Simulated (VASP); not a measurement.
# W (Fm-3m) in VASP: a series of runs

W is run at these levels: PBE; tasks: single point.

Everything below comes from runs of VASP 6.6.1. Logs are shortened: lines on timing, memory, paths and dates and some standing lists are left out, and cuts for length are marked.

### Step 1. The cell of the first run

The structure is cubic, space group Fm-3m (No. 225). The conventional cell has a = 4.060 Å, b = 4.060 Å, c = 4.060 Å, α = 90.00°, β = 90.00°, γ = 90.00°. Within 3.8 Å of W (site symmetry m-3m) lie 12 W at 2.87 Å.

### Step 2. Single point, PBE

The input, INCAR:

```
SYSTEM = W
PREC = Accurate ; ENCUT = 520
EDIFF = 1E-6 ; ISMEAR = 0
SIGMA = 0.017 ; LREAL = .FALSE.
LASPH = .TRUE. ; NELM = 60
ALGO = Normal ; ISIF = 2
LWAVE = .FALSE. ; LCHARG = .FALSE.
GGA = PE ; NBANDS = 13
```

The input, KPOINTS:

```
regular mesh
0
G
  11 11 11
  0 0 0
```

The input, POSCAR:

```
W
1.0
    0.0000000000      2.0300000000      2.0300000000
    2.0300000000      0.0000000000      2.0300000000
    2.0300000000      2.0300000000      0.0000000000
W
1
Direct
    0.0000000000      0.0000000000      0.0000000000
```

Potentials or basis: VASP PAW PBE potentials, release 64 (W_sv).

The run is started by

```sh
cat potpaw_PBE.64/W_sv/POTCAR > POTCAR
mpirun -np 1 vasp_std > vasp.out
```

OUTCAR:

```text
SYSTEM = W
   PREC = Accurate
   ENCUT = 520
   EDIFF = 1E-6
   ISMEAR = 0
   LREAL = .FALSE.
   LASPH = .TRUE.
   NELM = 60
   ISIF = 2
   GGA = PE

 ion  position               nearest neighbor table
   1  0.000  0.000  0.000-

  LATTYP: Found a face centered cubic cell.
 ALAT       =     4.0600000000

  Lattice vectors:

 A1 = (   0.0000000000,   2.0300000000,   2.0300000000)
 A2 = (   2.0300000000,   0.0000000000,   2.0300000000)
 A3 = (   2.0300000000,   2.0300000000,   0.0000000000)

Analysis of symmetry for initial positions (statically):
=====================================================================
 Subroutine PRICEL returns:
 Original cell was already a primitive cell.

 Routine SETGRP: Setting up the symmetry group for a
 face centered cubic supercell.

 Subroutine GETGRP returns: Found 48 space group operations
 (whereof 48 operations were pure point group operations)
 out of a pool of 48 trial point group operations.

The static configuration has the point symmetry O_h .

Analysis of symmetry for dynamics (positions and initial velocities):
=====================================================================
 Subroutine PRICEL returns:
 Original cell was already a primitive cell.

 Routine SETGRP: Setting up the symmetry group for a
 face centered cubic supercell.

 Subroutine GETGRP returns: Found 48 space group operations
 (whereof 48 operations were pure point group operations)
 out of a pool of 48 trial point group operations.

The dynamic configuration has the point symmetry O_h .

 Subroutine INISYM returns: Found 48 space group operations
 (whereof 48 operations are pure point group operations),
 and found     1 'primitive' translations

----------------------------------------------------------------------------------------

                                     Primitive cell

  volume of cell :      16.7309

  direct lattice vectors                    reciprocal lattice vectors
     0.000000000  2.030000000  2.030000000    -0.246305419  0.246305419  0.246305419
     2.030000000  0.000000000  2.030000000     0.246305419 -0.246305419  0.246305419
     2.030000000  2.030000000  0.000000000     0.246305419  0.246305419 -0.246305419

  length of vectors
     2.870853532  2.870853532  2.870853532     0.426613499  0.426613499  0.426613499

  position of ions in fractional coordinates (direct lattice)
     0.000000000  0.000000000  0.000000000

  ion indices of the primitive-cell ions
   primitive index   ion index
                 1           1

----------------------------------------------------------------------------------------

 KPOINTS: regular mesh

Automatic generation of k-mesh.
 Grid dimensions read from file:
 generate k-points for:   11   11   11

 Generating k-lattice:

  Cartesian coordinates                     Fractional coordinates (reciprocal lattice)
    -0.022391402  0.022391402  0.022391402     0.090909091  0.000000000  0.000000000
     0.022391402 -0.022391402  0.022391402     0.000000000  0.090909091  0.000000000
     0.022391402  0.022391402 -0.022391402     0.000000000  0.000000000  0.090909091

  Length of vectors
     0.038783045  0.038783045  0.038783045

  Shift w.r.t. Gamma in fractional coordinates (k-lattice)
     0.000000000  0.000000000  0.000000000

 Subroutine IBZKPT returns following result:
 ===========================================

 Found     56 irreducible k-points:

 Following reciprocal coordinates:
            Coordinates               Weight
  0.000000  0.000000  0.000000      1.000000
  0.090909  0.000000  0.000000      8.000000
  0.181818  0.000000  0.000000      8.000000
  0.272727  0.000000  0.000000      8.000000
  0.363636  0.000000  0.000000      8.000000
  0.454545  0.000000  0.000000      8.000000
[... 16 lines left out ...]
 -0.272727  0.181818  0.000000     24.000000
 -0.181818  0.181818  0.000000     12.000000
 [... further k-points ...]
   k-points           NKPTS =     56   k-points in BZ     NKDIM =     56   number of bands    NBANDS=     13
   number of dos      NEDOS =    301   number of ions     NIONS =      1
   total plane-waves  NPLWV =  13824
   dimension x,y,z NGX =    24 NGY =   24 NGZ =   24
   dimension x,y,z NGXF=    48 NGYF=   48 NGZF=   48
   ions per type =               1
   NGX,Y,Z   is equivalent  to a cutoff of  13.90, 13.90, 13.90 a.u.
   NGXF,Y,Z  is equivalent  to a cutoff of  27.80, 27.80, 27.80 a.u.
 SYSTEM =  W
   PREC   = accura    normal or accurate (medium, high low for compatibility)
   ISTART =      0    job   : 0-new  1-cont  2-samecut
   ICHARG =      2    charge: 1-file 2-atom 10-const
   ISPIN  =      1    spin polarized calculation?
   LNONCOLLINEAR =      F non collinear calculations
   LSORBIT =      F    spin-orbit coupling
   LASPH  =      T    aspherical Exc in radial PAW
   ENCUT  =  520.0 eV  38.22 Ry    6.18 a.u.   5.34  5.34  5.34*2*pi/ulx,y,z
   NELM   =     60;   NELMIN=  2; NELMDL= -5     # of ELM steps
   EDIFF  = 0.1E-05   stopping-criterion for ELM
   LREAL  =      F    real-space projection
   EDIFFG = 0.1E-04   stopping-criterion for IOM
   NSW    =      0    number of steps for IOM
   IBRION =     -1    ionic relax: 0-MD 1-quasi-New 2-CG
   NFREE  =      0    steps in history (QN), initial steepest desc. (CG)
   ISIF   =      2    stress and relaxation
   ISYM   =      2    0-nonsym 1-usesym 2-fastsym
   POTIM  = 0.5000    time-step for ionic-motion
   TEBEG  =    0.0;   TEEND  =   0.0 temperature during run
   PSTRESS=    0.0 pullay stress
   NELECT =      14.0000    total number of electrons
   NUPDOWN=      -1.0000    fix difference up-down
   EMIN   =  10.00;   EMAX   =-10.00  energy-range for DOS
   EFERMI =   0.00;   METHOD = LEGACY
   ISMEAR =     0;   SIGMA  =   0.02  broadening in eV -4-tet -1-fermi 0-gaus
   EFERMI_NEDOS =   21; number of points for ismear=-14 and -15
   IALGO  =     38    algorithm
   IMIX   =      4    mixing-type and parameters
     AMIX     =   0.40;   BMIX     =  1.00
     AMIX_MAG =   1.60;   BMIX_MAG =  1.00
  volume/ion in A,a.u.               =      16.73       112.91
  Fermi-wavevector in a.u.,A,eV,Ry     =   1.542688  2.915258 32.380324  2.379887
  Thomas-Fermi vector in A             =   2.648457
   LORBIT       =      0    0 simple, 1 ext, 2 COOP (PROOUT), +10 PAW based schemes
   GGA     = PE    functional components
   LHFCALC =     F    Hartree Fock is set to
   AEXX    =    0.0000 exact exchange contribution
   IVDW    =     0    specifies the selected vdW correction
   LEPSILON=     F    determine dielectric tensor
   LRPA    =     F    only Hartree local field effects (RPA)
 non-spin polarized calculation
 Gauss-broadening in eV      SIGMA  =   0.02
  energy-cutoff  :      520.00
  volume of cell :       16.73
 maximum number of plane-waves:       463
 NGX is ok and might be reduce to    24
   NGX = 11   NGY = 11   NGZ = 11

 number of electron      14.0000002 magnetization

 Free energy of the ion-electron system (eV)
  ---------------------------------------------------
  ext. energy  EPLUGINS =         0.00000000
  ---------------------------------------------------
  free energy    TOTEN  =       -12.47790618 eV

  energy without entropy =      -12.47781658  energy(sigma->0) =      -12.47786138

 E-fermi :  10.2411     XC(G=0): -13.3276

 val. band max:       10.1980103031   @ k =  -0.2727   0.0909   0.0000
 cond. band min:      10.2549176992   @ k =   0.1818   0.0909   0.0000
 fundamental gap:      0.0569073961
 Fermi energy:        10.2410994159

 k-point     1 :       0.0000    0.0000    0.0000
  band No.  band energies     occupation
      1     -63.4814      2.00000
      2     -27.1360      2.00000
      3     -27.1360      2.00000
      4     -27.1360      2.00000
      5       1.3350      2.00000
      6       9.6935      2.00000
      7       9.6935      2.00000
      8       9.6935      2.00000
      9      12.7336      0.00000
     10      12.7336      0.00000
     11      22.9877      0.00000
     12      28.1111      0.00000
     13      28.1111      0.00000

 k-point     2 :       0.0909    0.0000    0.0000
  band No.  band energies     occupation
      1     -63.4737      2.00000
      2     -27.2266      2.00000
      3     -27.1477      2.00000
      4     -27.1477      2.00000
      5       1.6858      2.00000
      6       9.4323      2.00000
      7       9.8520      2.00000
      8       9.8520      2.00000
      9      12.5964      0.00000
     10      12.5964      0.00000
     11      23.6765      0.00000
     12      26.7718      0.00000
     13      28.7681      0.00000

 k-point     3 :       0.1818    0.0000    0.0000
  band No.  band energies     occupation
      1     -63.4531      2.00000
      2     -27.4646      2.00000
      3     -27.1788      2.00000
      4     -27.1788      2.00000
      5       2.6329      2.00000
      6       8.9135      2.00000
      7      10.1320      2.00000
      8      10.1320      2.00000
      9      12.4865      0.00000
     10      12.4865      0.00000
     11      24.3453      0.00000
     12      25.8616      0.00000
     13      30.5811      0.00000

 k-point     4 :       0.2727    0.0000    0.0000
  band No.  band energies     occupation
      1     -63.4261      2.00000
      2     -27.7659      2.00000
      3     -27.2193      2.00000
      4     -27.2193      2.00000
      5       3.7964      2.00000
      6       8.7237      2.00000
      7      10.0635      2.00000
      8      10.0635      2.00000
      9      13.0328      0.00000
     10      13.0328      0.00000
     11      22.8105      0.00000
     12      26.7723      0.00000
     13      32.7263      0.00000

 k-point     5 :       0.3636    0.0000    0.0000
  band No.  band energies     occupation
      1     -63.4011      2.00000
      2     -28.0334      2.00000
      3     -27.2561      2.00000
      4     -27.2561      2.00000
      5       4.5312      2.00000
      6       9.4397      2.00000
      7       9.7399      2.00000
      8       9.7399      2.00000
      9      14.1111      0.00000
     10      14.1111      0.00000
     11      21.4937      0.00000
     12      24.6854      0.00000
     13      30.8742      0.00000

 k-point     6 :       0.4545    0.0000    0.0000
  band No.  band energies     occupation
      1     -63.3862      2.00000
      2     -28.1884      2.00000
      3     -27.2778      2.00000
      4     -27.2778      2.00000
      5       4.7171      2.00000
      6       9.5109      2.00000
      7       9.5109      2.00000
      8      10.5883      0.00000
      9      15.0020      0.00000
     10      15.0020      0.00000
     11      20.4359      0.00000
     12      22.8451      0.00000
     13      28.9465      0.00000

 k-point     7 :       0.0909    0.0909    0.0000
  band No.  band energies     occupation
      1     -63.4712      2.00000
      2     -27.2244      2.00000
      3     -27.1677      2.00000
      4     -27.1677      2.00000
      5       1.8035      2.00000
      6       9.2422      2.00000
      7       9.9755      2.00000
      8       9.9755      2.00000
      9      12.1765      0.00000
     10      12.8911      0.00000
     11      23.9253      0.00000
     12      27.2887      0.00000
     13      28.4296      0.00000
[... 193 lines left out ...]
 k-point    20 :       0.4545    0.1818    0.0000
  band No.  band energies     occupation
      1     -63.3806      2.00000
      2     -28.0380      2.00000
      3     -27.4351      2.00000
      4     -27.3564      2.00000
      5       5.6193      2.00000
      6       8.0343      2.00000
      7       9.1198      2.00000
      8      10.7957      0.00000
      9      15.2516      0.00000
     10      15.4443      0.00000
     11      20.9894      0.00000
     12      25.4385      0.00000
     13      27.7066      0.00000

 k-point    21 :      -0.4545    0.1818    0.0000
  band No.  band energies     occupation
      1     -63.3723      2.00000
      2     -28.1044      2.00000
      3     -27.4952      2.00000
      4     -27.3433      2.00000
      5       5.8137      2.00000
      6       8.1119      2.00000
      7       9.6611      2.00000
      8      10.5422      0.00000
      9      14.9745      0.00000
     10      16.9972      0.00000
     11      19.4128      0.00000
     12      25.0399      0.00000
     13      28.1517      0.00000

 k-point    22 :      -0.3636    0.1818    0.0000
  band No.  band energies     occupation
      1     -63.3772      2.00000
      2     -28.0543      2.00000
      3     -27.5177      2.00000
      4     -27.3060      2.00000
      5       5.8771      2.00000
      6       8.3458      2.00000
      7       9.2698      2.00000
      8      10.5007      0.00000
      9      13.8207      0.00000
     10      16.8314      0.00000
     11      20.7868      0.00000
     12      25.3783      0.00000
     13      27.0007      0.00000

 k-point    23 :      -0.2727    0.1818    0.0000
  band No.  band energies     occupation
      1     -63.3939      2.00000
      2     -27.9129      2.00000
      3     -27.4844      2.00000
      4     -27.2560      2.00000
      5       5.5305      2.00000
      6       8.3259      2.00000
      7       8.9164      2.00000
      8      10.7181      0.00000
      9      12.4208      0.00000
     10      16.0090      0.00000
     11      22.9095      0.00000
     12      26.2673      0.00000
     13      27.6175      0.00000

 k-point    24 :      -0.1818    0.1818    0.0000
  band No.  band energies     occupation
      1     -63.4169      2.00000
      2     -27.7375      2.00000
      3     -27.3892      2.00000
      4     -27.2090      2.00000
      5       4.4491      2.00000
      6       8.1901      2.00000
      7       9.6081      2.00000
      8      11.1693      0.00000
      9      11.2319      0.00000
     10      14.6278      0.00000
     11      24.3431      0.00000
     12      27.8804      0.00000
     13      28.6655      0.00000

 [... further k-points ...]
[... 5 lines left out ...]
  --------------------------------------------------------------------------------------
  -------------------------------------------------------------------------------------
  Total       -0.4767967     -0.4767967     -0.4767967     -0.0000000     -0.0000000     -0.0000000
  in kB      -45.6589320    -45.6589320    -45.6589320     -0.0000000     -0.0000000     -0.0000000
  external PRESSURE =     -45.6589320 kB  Pullay stress =       0.0000000 kB

 VOLUME and BASIS-vectors are now :
 -----------------------------------------------------------------------------
  energy-cutoff  :      520.00
  volume of cell :       16.73
      direct lattice vectors                 reciprocal lattice vectors
     0.000000000  2.030000000  2.030000000    -0.246305419  0.246305419  0.246305419
     2.030000000  0.000000000  2.030000000     0.246305419 -0.246305419  0.246305419
     2.030000000  2.030000000  0.000000000     0.246305419  0.246305419 -0.246305419

 POSITION                                       TOTAL-FORCE (eV/Angst)
 -----------------------------------------------------------------------------------
      0.00000      0.00000      0.00000         0.000000      0.000000      0.000000
 -----------------------------------------------------------------------------------
    total drift:                               -0.000000      0.000000     -0.000000

  FREE ENERGIE OF THE ION-ELECTRON SYSTEM (eV)
  ---------------------------------------------------
  free  energy   TOTEN  =       -12.4779061823 eV

  energy  without entropy=      -12.4778165785  energy(sigma->0) =      -12.47786138
```

It took 14 s on 1 thread of Intel Xeon Platinum 8259CL at 2.50GHz (Skylake/Cascade Lake), shared host; peak memory 0.14 GiB.

What came out:

```
Free energy            : -12.4779 eV
Pressure               : -4.6 GPa
Band gap on the k mesh : zero (band 7 reaches 12.79 eV, above the bottom of band 8 at 9.69 eV)
```

Levels at points of the mesh, in eV from the Fermi level:
| k point | band 5 | band 6 | band 7 | band 8 | band 9 | band 10 |
| --- | --- | --- | --- | --- | --- | --- |
| (0.00, 0.00, 0.00) | -8.91 | -0.55 | -0.55 | -0.55 | 2.49 | 2.49 |

Caveat: spin-orbit coupling is left out, which moves the levels of the heavy elements.

### Step 3. Single point, PBE

The input, INCAR:

```
SYSTEM = W
PREC = Accurate
ENCUT = 520
EDIFF = 1E-7
ISMEAR = 0
SIGMA = 0.018000000000000002
LREAL = .FALSE.
LASPH = .TRUE.
NELM = 100
ALGO = Normal
ISIF = 2
LWAVE = .FALSE.
LCHARG = .TRUE.
GGA = PE
LELF = .TRUE.
LVHAR = .TRUE.
NBANDS = 13
```

KPOINTS is that of step 2.

POSCAR is that of step 2.

Potentials or basis: VASP PAW PBE potentials, release 64 (W_sv).

The run is started by

```sh
cat potpaw_PBE.64/W_sv/POTCAR > POTCAR
mpirun -np 1 vasp_std > vasp.out
```

Wall time 16 s (1 thread of Intel Xeon Platinum 8259CL at 2.50GHz (Skylake/Cascade Lake), shared host); peak memory 0.14 GiB.

The run converged. Its results:

| Property | Result |
| --- | --- |
| Free energy | -12.4779 eV |
| Pressure | -4.5 GPa |
| Band gap on the k mesh | zero (band 7 reaches 12.79 eV, above the bottom of band 8 at 9.69 eV) |

Levels at points of the mesh, in eV from the Fermi level:
| k point | band 3 | band 4 | band 5 | band 6 | band 7 | band 8 | band 9 | band 10 | band 11 | band 12 |
| --- | --- | --- | --- | --- | --- | --- | --- | --- | --- | --- |
| (0.00, 0.00, 0.00) | -37.38 | -37.38 | -8.91 | -0.55 | -0.55 | -0.55 | 2.49 | 2.49 | 12.75 | 17.87 |

Caveat: spin-orbit coupling is left out, which moves the levels of the heavy elements.
